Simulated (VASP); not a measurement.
Set up this calculation in VASP 6.6.1, as the native input.

- Task: relaxation of cell and atoms
- Functional: PBE
- Potentials or basis: VASP PAW PBE potentials, release 64 (Mg, Ge_d, N)
- Cutoff: 600 eV
- k mesh: 12 × 12 × 4
- Occupations: gaussian, width 0.1 eV
- Spin: no spin polarisation
- Dipole correction: no
- Further INCAR settings: ALGO = Normal; EDIFF = 1e-07; IBRION = 2; EDIFFG = -0.001; NSW = 80; ISIF = 3

The structure of Mg2GeN3 lies in POSCAR:

```
Mg2GeN3
1.0
    3.0032302472      0.0000000000      0.0000000000
   -1.5016151236      2.6008736875      0.0000000000
    0.0000000000      0.0000000000      7.7285018393
Mg Ge N
2 1 3
Direct
    0.3333333333      0.6666666667      0.6674184204
    0.6666666667      0.3333333333      0.3325815796
    0.0000000000      0.0000000000      0.0000000000
    0.3333333333      0.6666666667      0.1438157199
    0.6666666667      0.3333333333      0.8561842801
    0.0000000000      0.0000000000      0.5000000000
```

One way to write it, as run:

INCAR

```
SYSTEM = Mg2GeN3
PREC = Accurate
ENCUT = 600
EDIFF = 1E-7
ISMEAR = 0
SIGMA = 0.1
LREAL = .FALSE.
LASPH = .TRUE.
NELM = 80
ALGO = Normal
ISIF = 3
LWAVE = .FALSE.
LCHARG = .FALSE.
GGA = PE
IBRION = 2
NSW = 80
EDIFFG = -0.001
```

KPOINTS

```
Automatic mesh
0
G
  12 12 4
  0 0 0
```

Potentials or basis: VASP PAW PBE potentials, release 64 (Mg, Ge_d, N).

The run is started by

```bash
$ cat potpaw_PBE.64/Mg/POTCAR potpaw_PBE.64/Ge_d/POTCAR potpaw_PBE.64/N/POTCAR > POTCAR
$ mpirun -np 1 vasp_std > vasp.out
```

It gave:

```yaml
Relaxed_volume: 10.03 Å³/atom
Relaxed_cell: a = 3.001 Å, b = 3.001 Å, c = 7.715 Å, α = 90.00°, β = 90.00°, γ = 120.00°
Space_group_after_relaxing_to_0.1_Å: P-3m1 (No. 164)
Energy_gained_by_relaxing: 0.1 meV/atom
Ionic_steps: 7
Pressure_after_relaxing: 0.0 GPa
Band_gap_on_the_k_mesh: zero (an odd number of electrons rules out a gap without spin polarisation)
```

Run time: 2.1 min on 1 thread of Intel(R) Xeon(R) 6975P-C (Granite Rapids) (shared host), peak memory 0.27 GiB.
